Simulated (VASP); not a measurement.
# SrCa in VASP: a series of runs

Runs on SrCa. Level: LDA. Tasks: single point.

Everything below comes from runs of VASP 6.6.1. Logs are shortened: lines on timing, memory, paths and dates and some standing lists are left out, and cuts for length are marked.

## 1. The cell of the first run

The cell holds a slab with vacuum, 4 atoms: a = 4.135 Å, b = 4.135 Å, c = 23.102 Å, α = 90.00°, β = 90.00°, γ = 120.00°.

## 2. Single point, LDA

The input, INCAR:

```
SYSTEM = SrCa
ALGO = Normal
DIPOL = 0.5 0.5 0.500
EDIFF = 1E-6
ENCUT = 520
GGA = CA
IDIPOL = 3
ISIF = 2
ISMEAR = -1
LASPH = .TRUE.
LCHARG = .FALSE.
LDIPOL = .TRUE.
LREAL = .FALSE.
LWAVE = .FALSE.
NBANDS = 28
NELM = 80
PREC = Accurate
SIGMA = 0.15
```

The input, KPOINTS:

```
k-points
0
G
  5 5 1
  0 0 0
```

The input, POSCAR:

```
SrCa
1.0
    4.1347482800      0.0000000000      0.0000000000
   -2.0673741400      3.5807970600      0.0000000000
    0.0000000000      0.0000000000     23.1024865450
Sr Ca
2 2
Direct
    0.3333333333      0.6666666667      0.4271183319
    0.0000000000      1.0000000000      0.7186450044
    0.0000000000      0.0000000000      0.2813549956
    0.6666666667      0.3333333333      0.5728816681
```

Potentials or basis: VASP PAW LDA potentials, release 64 (Sr_sv, Ca_sv).

On the command line:

```
$ cat potpaw_LDA.64/Sr_sv/POTCAR potpaw_LDA.64/Ca_sv/POTCAR > POTCAR
$ mpirun -np 1 vasp_std > vasp.out
```

OUTCAR:

```text
SYSTEM = SrCa
   EDIFF = 1E-6
   ENCUT = 520
   GGA = CA
   ISIF = 2
   ISMEAR = -1
   LASPH = .TRUE.
   LREAL = .FALSE.
   NELM = 80
   PREC = Accurate

 ion  position               nearest neighbor table
   1  0.333  0.667  0.427-   4 4.13   4 4.13   3 4.13   3 4.13   4 4.13   3 4.13
   2  0.000  0.000  0.719-   4 4.13   4 4.13   4 4.13
   3  0.000  0.000  0.281-   1 4.13   1 4.13   1 4.13
   4  0.667  0.333  0.573-   1 4.13   1 4.13   2 4.13   2 4.13   1 4.13   2 4.13

  LATTYP: Found a hexagonal cell.
 ALAT       =     4.1347482800
 C/A-ratio  =     5.5873985502

  Lattice vectors:

 A1 = (   4.1347482800,   0.0000000000,   0.0000000000)
 A2 = (  -2.0673741400,   3.5807970600,   0.0000000000)
 A3 = (   0.0000000000,   0.0000000000,  23.1024865450)

Analysis of symmetry for initial positions (statically):
=====================================================================
 Subroutine PRICEL returns:
 Original cell was already a primitive cell.

 Routine SETGRP: Setting up the symmetry group for a
 hexagonal supercell.

 Subroutine GETGRP returns: Found  6 space group operations
 (whereof  6 operations were pure point group operations)
 out of a pool of 24 trial point group operations.

The static configuration has the point symmetry C_3v.

Analysis of symmetry for dynamics (positions and initial velocities):
=====================================================================
 Subroutine PRICEL returns:
 Original cell was already a primitive cell.

 Routine SETGRP: Setting up the symmetry group for a
 hexagonal supercell.

 Subroutine GETGRP returns: Found  6 space group operations
 (whereof  6 operations were pure point group operations)
 out of a pool of 24 trial point group operations.

The dynamic configuration has the point symmetry C_3v.

 Subroutine INISYM returns: Found  6 space group operations
 (whereof  6 operations are pure point group operations),
 and found     1 'primitive' translations

----------------------------------------------------------------------------------------

                                     Primitive cell

  volume of cell :     342.0484

  direct lattice vectors                    reciprocal lattice vectors
     4.134748280  0.000000000  0.000000000     0.241852691  0.139633716  0.000000000
    -2.067374140  3.580797060  0.000000000     0.000000000  0.279267432  0.000000000
     0.000000000  0.000000000 23.102486545     0.000000000  0.000000000  0.043285384

  length of vectors
     4.134748280  4.134748290 23.102486545     0.279267433  0.279267432  0.043285384

  position of ions in fractional coordinates (direct lattice)
     0.333333333  0.666666667  0.427118332
     0.000000000  0.000000000  0.718645004
     0.000000000  0.000000000  0.281354996
     0.666666667  0.333333333  0.572881668

  ion indices of the primitive-cell ions
   primitive index   ion index
                 1           1
                 2           2
                 3           3
                 4           4

----------------------------------------------------------------------------------------

 KPOINTS: k-points

Automatic generation of k-mesh.
 Grid dimensions read from file:
 generate k-points for:    5    5    1

 Generating k-lattice:

  Cartesian coordinates                     Fractional coordinates (reciprocal lattice)
     0.048370538  0.027926743  0.000000000     0.200000000  0.000000000  0.000000000
     0.000000000  0.055853486  0.000000000     0.000000000  0.200000000  0.000000000
     0.000000000  0.000000000  0.043285384     0.000000000  0.000000000  1.000000000

  Length of vectors
     0.055853487  0.055853486  0.043285384

  Shift w.r.t. Gamma in fractional coordinates (k-lattice)
     0.000000000  0.000000000  0.000000000

 Subroutine IBZKPT returns following result:
 ===========================================

 Found      5 irreducible k-points:

 Following reciprocal coordinates:
            Coordinates               Weight
  0.000000  0.000000  0.000000      1.000000
  0.200000  0.000000  0.000000      6.000000
  0.400000  0.000000  0.000000      6.000000
  0.200000  0.200000  0.000000      6.000000
  0.400000  0.200000  0.000000      6.000000
   k-points           NKPTS =      5   k-points in BZ     NKDIM =      5   number of bands    NBANDS=     28
   number of dos      NEDOS =    301   number of ions     NIONS =      4
   total plane-waves  NPLWV = 184320
   dimension x,y,z NGX =    32 NGY =   32 NGZ =  180
   dimension x,y,z NGXF=    64 NGYF=   64 NGZF=  360
   ions per type =               2   2
   NGX,Y,Z   is equivalent  to a cutoff of  12.87, 12.87, 12.95 a.u.
   NGXF,Y,Z  is equivalent  to a cutoff of  25.73, 25.73, 25.91 a.u.
 SYSTEM =  SrCa
   PREC   = accura    normal or accurate (medium, high low for compatibility)
   ISTART =      0    job   : 0-new  1-cont  2-samecut
   ICHARG =      2    charge: 1-file 2-atom 10-const
   ISPIN  =      1    spin polarized calculation?
   LNONCOLLINEAR =      F non collinear calculations
   LSORBIT =      F    spin-orbit coupling
   LASPH  =      T    aspherical Exc in radial PAW
   ENCUT  =  520.0 eV  38.22 Ry    6.18 a.u.   7.69  7.69 42.96*2*pi/ulx,y,z
   NELM   =     80;   NELMIN=  2; NELMDL= -5     # of ELM steps
   EDIFF  = 0.1E-05   stopping-criterion for ELM
   LREAL  =      F    real-space projection
   EDIFFG = 0.1E-04   stopping-criterion for IOM
   NSW    =      0    number of steps for IOM
   IBRION =     -1    ionic relax: 0-MD 1-quasi-New 2-CG
   NFREE  =      0    steps in history (QN), initial steepest desc. (CG)
   ISIF   =      2    stress and relaxation
   ISYM   =      2    0-nonsym 1-usesym 2-fastsym
   POTIM  = 0.5000    time-step for ionic-motion
   TEBEG  =    0.0;   TEEND  =   0.0 temperature during run
   PSTRESS=    0.0 pullay stress
   NELECT =      40.0000    total number of electrons
   NUPDOWN=      -1.0000    fix difference up-down
   EMIN   =  10.00;   EMAX   =-10.00  energy-range for DOS
   EFERMI =   0.00;   METHOD = LEGACY
   ISMEAR =    -1;   SIGMA  =   0.15  broadening in eV -4-tet -1-fermi 0-gaus
   EFERMI_NEDOS =   21; number of points for ismear=-14 and -15
   IALGO  =     38    algorithm
   IMIX   =      4    mixing-type and parameters
     AMIX     =   0.40;   BMIX     =  1.00
     AMIX_MAG =   1.60;   BMIX_MAG =  1.00
  volume/ion in A,a.u.               =      85.51       577.06
  Fermi-wavevector in a.u.,A,eV,Ry     =   0.800569  1.512857  8.720129  0.640911
  Thomas-Fermi vector in A             =   1.907890
   LORBIT       =      0    0 simple, 1 ext, 2 COOP (PROOUT), +10 PAW based schemes
   GGA     = CA    functional components
   LHFCALC =     F    Hartree Fock is set to
   AEXX    =    0.0000 exact exchange contribution
   IVDW    =     0    specifies the selected vdW correction
   LEPSILON=     F    determine dielectric tensor
   LRPA    =     F    only Hartree local field effects (RPA)
 non-spin polarized calculation
  energy-cutoff  :      520.00
  volume of cell :      342.05
 maximum number of plane-waves:      9283
 NGX is ok and might be reduce to    32
   NGX = 15   NGY = 15   NGZ = 85

 dipolmoment           0.000000      0.000000      0.001703 electrons x Angstroem

 number of electron      40.0000000 magnetization

 dipolmoment           0.000000      0.000000     -0.007140 electrons x Angstroem

 Free energy of the ion-electron system (eV)
  ---------------------------------------------------
  ext. energy  EPLUGINS =         0.00000000
  ---------------------------------------------------
  free energy    TOTEN  =        -7.31425495 eV

  energy without entropy =       -6.89590608  energy(sigma->0) =       -7.10508052

 E-fermi :  -0.3019     XC(G=0):  -5.1529

 val. band max:       -0.4276172259   @ k =   0.2000   0.2000   0.0000
 cond. band min:      -0.1902894128   @ k =   0.0000   0.0000   0.0000
 fundamental gap:      0.2373278131
 Fermi energy:        -0.3018990977

 k-point     1 :       0.0000    0.0000    0.0000
  band No.  band energies     occupation
      1     -42.4936      2.00000
      2     -42.1221      2.00000
      3     -36.8551      2.00000
      4     -36.5204      2.00000
      5     -23.8145      2.00000
      6     -23.6964      2.00000
[... 20 lines left out ...]
     27       1.6369      0.00000
     28       1.7937      0.00000

 k-point     2 :       0.2000    0.0000    0.0000
  band No.  band energies     occupation
      1     -42.4921      2.00000
      2     -42.1206      2.00000
      3     -36.8500      2.00000
      4     -36.5153      2.00000
      5     -23.8120      2.00000
      6     -23.7162      2.00000
[... 20 lines left out ...]
     27       1.3894      0.00003
     28       1.6448      0.00000

 k-point     3 :       0.4000    0.0000    0.0000
  band No.  band energies     occupation
      1     -42.4898      2.00000
      2     -42.1182      2.00000
      3     -36.8418      2.00000
      4     -36.5069      2.00000
      5     -23.8079      2.00000
      6     -23.7481      2.00000
[... 20 lines left out ...]
     27       1.1193      0.00015
     28       1.5965      0.00001

 k-point     4 :       0.2000    0.2000    0.0000
  band No.  band energies     occupation
      1     -42.4902      2.00000
      2     -42.1187      2.00000
      3     -36.8434      2.00000
      4     -36.5085      2.00000
      5     -23.8087      2.00000
      6     -23.7369      2.00000
[... 20 lines left out ...]
     27       1.1253      0.00015
     28       1.6075      0.00001

 k-point     5 :       0.4000    0.2000    0.0000
  band No.  band energies     occupation
      1     -42.4891      2.00000
      2     -42.1175      2.00000
      3     -36.8393      2.00000
      4     -36.5043      2.00000
      5     -23.8067      2.00000
      6     -23.7468      2.00000
[... 20 lines left out ...]
     27       0.8136      0.00118
     28       1.1647      0.00011

------------------------ aborting loop because EDIFF is reached ----------------------------------------

 vacuum level on the upper side and lower side of the slab       (xc-potential included)        -0.504        -0.396

  FORCE on cell =-STRESS in cart. coord.  units (eV):
  Direction    XX          YY          ZZ          XY          YZ          ZX
  --------------------------------------------------------------------------------------
  -------------------------------------------------------------------------------------
  Total       -2.1411019     -2.1411019     -2.3082643     -0.0000000      0.0000000      0.0000000
  in kB      -10.0290642    -10.0290643    -10.8120641     -0.0000000      0.0000000      0.0000000
  external PRESSURE =     -10.2900642 kB  Pullay stress =       0.0000000 kB

 VOLUME and BASIS-vectors are now :
 -----------------------------------------------------------------------------
  energy-cutoff  :      520.00
  volume of cell :      342.05
      direct lattice vectors                 reciprocal lattice vectors
     4.134748280  0.000000000  0.000000000     0.241852691  0.139633716  0.000000000
    -2.067374140  3.580797060  0.000000000     0.000000000  0.279267432  0.000000000
     0.000000000  0.000000000 23.102486545     0.000000000  0.000000000  0.043285384

 POSITION                                       TOTAL-FORCE (eV/Angst)
 -----------------------------------------------------------------------------------
     -0.00000      2.38720      9.86750         0.000000      0.000000     -0.085153
      0.00000      0.00000     16.60249        -0.000000     -0.000000     -0.246062
      0.00000      0.00000      6.50000        -0.000000     -0.000000      0.258728
      2.06737      1.19360     13.23499         0.000000      0.000000      0.072487
 -----------------------------------------------------------------------------------
    total drift:                               -0.000000      0.000000     -0.000477

  FREE ENERGIE OF THE ION-ELECTRON SYSTEM (eV)
  ---------------------------------------------------
  free  energy   TOTEN  =        -7.3142549496 eV

  energy  without entropy=       -6.8959060845  energy(sigma->0) =       -7.10508052

 vacuum level on the upper side and lower side of the slab         2.210         2.320
```

It took 82 s on 1 thread of Intel Xeon Platinum 8375C at 2.90GHz (Ice Lake), shared host; peak memory 0.34 GiB.

What came out:

```yaml
Free_energy: -7.3143 eV
Largest_force: 0.259 eV/Å
Band_gap_on_the_k_mesh: 0.24 eV, indirect (least direct gap 0.31 eV)
```

Forces in eV/Å, atoms in the order of the input:
```
Sr   0.000  0.000 -0.085
Sr   0.000  0.000 -0.246
Ca   0.000  0.000  0.259
Ca   0.000  0.000  0.072
```

Levels at points of the mesh, in eV from the valence-band top:
```
           k point  band 17  band 18  band 19  band 20  band 21  band 22  band 23  band 24
(0.00, 0.00, 0.00)    -3.44    -2.97    -2.25    -1.40     0.24     0.57     0.98     1.52
```

## 3. Single point, LDA

This run uses another cell than the first one, of 96.62 Å³/atom, 1.130 times its volume.

The input, INCAR:

```
SYSTEM = SrCa
PREC = Accurate
ENCUT = 520
EDIFF = 1E-7
ISMEAR = -1
SIGMA = 0.15
LREAL = .False.
LASPH = .True.
NELM = 60
ALGO = Normal
ISIF = 2
LWAVE = .False.
LCHARG = .False.
LDIPOL = .True.
IDIPOL = 3
DIPOL = 0.5 0.5 0.500
NBANDS = 28
```

The input, KPOINTS:

```
regular mesh
0
Gamma
  5 5 1
  0 0 0
```

The input, POSCAR:

```
SrCa
1.0
    4.1347482800      0.0000000000      0.0000000000
   -2.0673741400      3.5807970600      0.0000000000
    0.0000000000      0.0000000000     26.1024865450
Sr Ca
2 2
Direct
    0.3333333333      0.6666666667      0.4354947371
    0.0000000000      1.0000000000      0.6935157888
    0.0000000000      0.0000000000      0.3064842112
    0.6666666667      0.3333333333      0.5645052629
```

Potentials or basis: VASP PAW LDA potentials, release 64 (Sr_sv, Ca_sv).

On the command line:

```
$ cat potpaw_LDA.64/Sr_sv/POTCAR potpaw_LDA.64/Ca_sv/POTCAR > POTCAR
$ mpirun -np 1 vasp_std > vasp.out
```

OUTCAR:

```text
SYSTEM = SrCa
   PREC = Accurate
   ENCUT = 520
   EDIFF = 1E-7
   ISMEAR = -1
   LREAL = .False.
   LASPH = .True.
   NELM = 60
   ISIF = 2

 ion  position               nearest neighbor table
   1  0.333  0.667  0.435-   4 4.13   4 4.13   3 4.13   3 4.13   4 4.13   3 4.13
   2  0.000  0.000  0.694-   4 4.13   4 4.13   4 4.13
   3  0.000  0.000  0.306-   1 4.13   1 4.13   1 4.13
   4  0.667  0.333  0.565-   1 4.13   1 4.13   2 4.13   2 4.13   1 4.13   2 4.13

  LATTYP: Found a hexagonal cell.
 ALAT       =     4.1347482800
 C/A-ratio  =     6.3129566245

  Lattice vectors:

 A1 = (   4.1347482800,   0.0000000000,   0.0000000000)
 A2 = (  -2.0673741400,   3.5807970600,   0.0000000000)
 A3 = (   0.0000000000,   0.0000000000,  26.1024865450)

Analysis of symmetry for initial positions (statically):
=====================================================================
 Subroutine PRICEL returns:
 Original cell was already a primitive cell.

 Routine SETGRP: Setting up the symmetry group for a
 hexagonal supercell.

 Subroutine GETGRP returns: Found  6 space group operations
 (whereof  6 operations were pure point group operations)
 out of a pool of 24 trial point group operations.

The static configuration has the point symmetry C_3v.

Analysis of symmetry for dynamics (positions and initial velocities):
=====================================================================
 Subroutine PRICEL returns:
 Original cell was already a primitive cell.

 Routine SETGRP: Setting up the symmetry group for a
 hexagonal supercell.

 Subroutine GETGRP returns: Found  6 space group operations
 (whereof  6 operations were pure point group operations)
 out of a pool of 24 trial point group operations.

The dynamic configuration has the point symmetry C_3v.

 Subroutine INISYM returns: Found  6 space group operations
 (whereof  6 operations are pure point group operations),
 and found     1 'primitive' translations
[... 102 lines left out ...]
  Thomas-Fermi vector in A             =   1.869460
   LORBIT       =      0    0 simple, 1 ext, 2 COOP (PROOUT), +10 PAW based schemes
   GGA     = CA    functional components
   LHFCALC =     F    Hartree Fock is set to
   AEXX    =    0.0000 exact exchange contribution
   IVDW    =     0    specifies the selected vdW correction
   LEPSILON=     F    determine dielectric tensor
   LRPA    =     F    only Hartree local field effects (RPA)
 non-spin polarized calculation
  energy-cutoff  :      520.00
  volume of cell :      386.47
 maximum number of plane-waves:     10459
 NGX is ok and might be reduce to    32
   NGX = 15   NGY = 15   NGZ = 97

 dipolmoment           0.000000      0.000000      0.006403 electrons x Angstroem

 number of electron      39.9999999 magnetization

 dipolmoment           0.000000      0.000000     -0.007105 electrons x Angstroem

 Free energy of the ion-electron system (eV)
  ---------------------------------------------------
  ext. energy  EPLUGINS =         0.00000000
  ---------------------------------------------------
  free energy    TOTEN  =        -7.31415838 eV

  energy without entropy =       -6.89584953  energy(sigma->0) =       -7.10500395

 E-fermi :  -0.6121     XC(G=0):  -4.5807

 val. band max:       -0.7382402681   @ k =   0.2000   0.2000   0.0000
 cond. band min:      -0.4977388269   @ k =   0.0000   0.0000   0.0000
 fundamental gap:      0.2405014412
 Fermi energy:        -0.6121395539

 k-point     1 :       0.0000    0.0000    0.0000
  band No.  band energies     occupation
      1     -42.8037      2.00000
      2     -42.4323      2.00000
      3     -37.1653      2.00000
      4     -36.8309      2.00000
      5     -24.1247      2.00000
      6     -24.0066      2.00000
[... 144 lines left out ...]
     27       0.5033      0.00118
     28       0.8540      0.00011

------------------------ aborting loop because EDIFF is reached ----------------------------------------

 vacuum level on the upper side and lower side of the slab       (xc-potential included)        -0.223        -0.129

  FORCE on cell =-STRESS in cart. coord.  units (eV):
  Direction    XX          YY          ZZ          XY          YZ          ZX
  --------------------------------------------------------------------------------------
  -------------------------------------------------------------------------------------
  Total       -2.1404544     -2.1404544     -2.3079464      0.0000000      0.0000000      0.0000000
  in kB       -8.8737235     -8.8737236     -9.5680985      0.0000000      0.0000000      0.0000000
  external PRESSURE =      -9.1051819 kB  Pullay stress =       0.0000000 kB

 VOLUME and BASIS-vectors are now :
 -----------------------------------------------------------------------------
  energy-cutoff  :      520.00
  volume of cell :      386.47
      direct lattice vectors                 reciprocal lattice vectors
     4.134748280  0.000000000  0.000000000     0.241852691  0.139633716  0.000000000
    -2.067374140  3.580797060  0.000000000     0.000000000  0.279267432  0.000000000
     0.000000000  0.000000000 26.102486545     0.000000000  0.000000000  0.038310526

 POSITION                                       TOTAL-FORCE (eV/Angst)
 -----------------------------------------------------------------------------------
     -0.00000      2.38720     11.36750        -0.000000      0.000000     -0.085355
      0.00000      0.00000     18.10249         0.000000     -0.000000     -0.246258
      0.00000      0.00000      8.00000         0.000000     -0.000000      0.259097
      2.06737      1.19360     14.73499        -0.000000      0.000000      0.072516
 -----------------------------------------------------------------------------------
    total drift:                               -0.000000      0.000000      0.000310

  FREE ENERGIE OF THE ION-ELECTRON SYSTEM (eV)
  ---------------------------------------------------
  free  energy   TOTEN  =        -7.3141583759 eV

  energy  without entropy=       -6.8958495337  energy(sigma->0) =       -7.10500395

 vacuum level on the upper side and lower side of the slab         2.173         2.269
```

Wall time 1.8 min (1 thread of Intel Xeon Platinum 8375C at 2.90GHz (Ice Lake), shared host); peak memory 0.38 GiB.

Results:

```yaml
Free_energy: -7.3142 eV
Largest_force: 0.259 eV/Å
Band_gap_on_the_k_mesh: 0.24 eV, indirect (least direct gap 0.31 eV)
```

Forces in eV/Å, atoms in the order of the input:
```
Sr   0.000  0.000 -0.085
Sr   0.000  0.000 -0.246
Ca   0.000  0.000  0.259
Ca   0.000  0.000  0.073
```
